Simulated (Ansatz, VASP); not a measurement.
# Ta in VASP and in Ansatz

Contents of POSCAR:

```
Ta
1.0
    2.7956808411      0.0000000000      0.0000000000
    0.0000000000      2.7956808411      0.0000000000
    0.0000000000      0.0000000000      2.7956808411
Ta
1
Direct
    0.0000000000      0.0000000000      0.0000000000
```

Contents of INCAR.step1:

```
ALGO = Normal ; EDIFF = 1E-4
ENCUT = 520 ; GGA = PE
ISMEAR = -1 ; LASPH = True
LCHARG = False ; LREAL = False
LWAVE = True ; NBANDS = 12
NELM = 100 ; PREC = Accurate
SIGMA = 0.1
```

INCAR.step2

```
ALGO = Normal ; EDIFF = 1E-7
ENCUT = 520 ; ISIF = 2
ISMEAR = -1 ; ISTART = 1
LASPH = True ; LCHARG = False
LMIXTAU = True ; LREAL = False
LWAVE = False ; METAGGA = R2SCAN
NBANDS = 12 ; NELM = 100
PREC = Accurate ; SIGMA = 0.1
```

KPOINTS

```
k-points
0
Gamma
  13 13 13
```

Input for Ansatz:

```yaml
crystal:
  lattice:
    - [2.7956808411, 0.0, 0.0]
    - [0.0, 2.7956808411, 0.0]
    - [0.0, 0.0, 2.7956808411]
  atoms:
    - { symbol: Ta, position: [0.0, 0.0, 0.0] }
hamiltonian:
  xc: r2scan
  pseudopotentials:
    kind: paw
    azcp:
      Ta: "pseudopotentials/Ta.paw.azcp"
basis:
  ecutwfc: 500
  fft_grid_basis: typed
kpoints:
  mp_grid: { grid: [13, 13, 13], shift: [0, 0, 0] }
magnetization:
  spin_polarized: false
scf:
  occupations: { method: fermi_dirac, width: 0.1 }
  lower_state_search: "off"
output:
  stress: true
```

Alike in both runs: task single point; functional r2SCAN; k mesh 13 × 13 × 13; occupations fermi-dirac, width 0.1 eV; no spin polarisation.

```csv
,VASP,Ansatz
version,VASP 6.6.1,Ansatz 0.2.0
potentials or method,"VASP PAW PBE potentials, release 64 (Ta_pv), cutoff 520 eV","plane waves (500 eV) with PAW, scalar-relativistic"
valence electrons in the cell,11,13
```

|  | VASP | Ansatz | Ansatz less VASP |
| --- | --- | --- | --- |
| pressure (GPa) | -9.2 | -9.6 | -0.39 |

VASP's potentials were made for PBE, not for r2SCAN. VASP's potentials hold 11 valence electrons a cell and Ansatz's 13, so a difference there can come from the potentials and not from the codes.

Neither program's run includes spin-orbit coupling.
